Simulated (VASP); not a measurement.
A run of VASP 6.6.1 is set up as follows.

Contents of INCAR:

```
  PREC = Accurate
  ENCUT = 520
  EDIFF = 1E-6
  ISMEAR = 0
  SIGMA = 0.02
  LREAL = F
  LASPH = T
  NELM = 60
  ALGO = Normal
  ISIF = 2
  LWAVE = F
  LCHARG = F
  GGA = PS
  NBANDS = 26
```

Contents of KPOINTS:

```
Automatic mesh
0
Gamma
  12 12 6
```

POSCAR

```
ZnO
1.0
    3.2304736098      0.0000000000      0.0000000000
   -1.6152368049      2.7976722123      0.0000000000
    0.0000000000      0.0000000000      5.1097940982
Zn O
2 2
Direct
    0.6666666667      0.3333333333      0.4978735395
    0.3333333333      0.6666666667     -0.0021264605
    0.6666666667      0.3333333333      0.8824364605
    0.3333333333      0.6666666667      0.3824364605
```

Potentials or basis: VASP PAW PBE potentials, release 64 (Zn, O).

The run is started by

```bash
$ cat potpaw_PBE.64/Zn/POTCAR potpaw_PBE.64/O/POTCAR > POTCAR
$ mpirun -np 1 vasp_std > vasp.out
```

(1) Predict the pressure.

(2) Predict the band gap on the k mesh.

Answers

(1) 4.0 GPa.

(2) 0.74 eV, direct.

Caveat: the cell differs from its parent crystal (strain along c alone, the other axes held: -2.0 %, then relaxed in part); the PAW data sets were made with another functional, which shifts forces and pressure a little.
